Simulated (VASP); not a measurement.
Crystal: GaN.

```
CELL_PARAMETERS angstrom
2.96720 0.00000 0.00000
-1.48360 2.56967 0.00000
0.00000 0.00000 5.03293
ATOMIC_POSITIONS crystal
Ga 0.00000 0.00000 0.00000
Ga 0.00000 0.00000 0.50000
N 0.33333 0.66667 0.25000
N 0.66667 0.33333 0.75000
```

Base run:

```yaml
Program: VASP 6.6.1
Functional: r2SCAN
Potentials_or_basis: VASP PAW PBE potentials, release 64 (Ga_d, N)
Cutoff: 520 eV
k_mesh: 6 × 6 × 4
Occupations: gaussian, width 0.01 eV
Spin: no spin polarisation
```

Its results: band gap on the k mesh 1.87 eV, indirect (least direct gap 2.27 eV); pressure 1.0 GPa.

Task: After a change of settings the same cell gave: band gap on the k mesh 1.08 eV, indirect (least direct gap 1.83 eV); pressure -4.5 GPa. Which change was it?
A. functional from r2SCAN to LDA; potentials or basis from VASP PAW PBE potentials, release 64 (Ga_d, N) to VASP PAW LDA potentials, release 64 (Ga_d, N)
B. functional from r2SCAN to PBE; further incar settings from ALGO = Normal; EDIFF = 1e-06; NBANDS = 26 to ALGO = Normal; EDIFF = 1e-07; NBANDS = 26
C. functional from r2SCAN to PBE

Result: A.

Caveats: the PAW data sets were made with another functional, which shifts forces and pressure a little (some runs).
